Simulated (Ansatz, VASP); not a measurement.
One calculation of Hf, two programs

```
Hf
1.0
     3.20462    0.00000    0.00000
    -1.60231    2.77529    0.00000
     0.00000    0.00000    5.06766
Hf
2
Direct
  0.33333 0.66667 0.25000
  0.66667 0.33333 0.75000
```

Alike in both runs: functional PBE; k mesh 15 × 15 × 8; occupations gaussian, width 0.1 eV; no spin polarisation.

Ansatz relaxed the structure, and its values are those at the end. VASP's run is a single point on that final structure, the one shown.

```csv
,VASP,Ansatz
version,VASP 6.6.1,Ansatz 0.2.0
potentials or method,"VASP PAW PBE potentials, release 64 (Hf_pv), cutoff 500 eV","scalar-relativistic, plane waves, PAW"
valence electrons in the cell,20,52
```

|  | VASP | Ansatz | Ansatz less VASP |
| --- | --- | --- | --- |
| gap on the k mesh at the Fermi level (eV) | none | none | - |
| pressure (GPa) | -0.4 | 0.0 | +0.44 |

A gap of «none» marks a metal or a gap that the smearing closes. VASP's potentials hold 20 valence electrons a cell and Ansatz's 52, so a difference there can come from the potentials and not from the codes.

Spin-orbit coupling is off throughout.
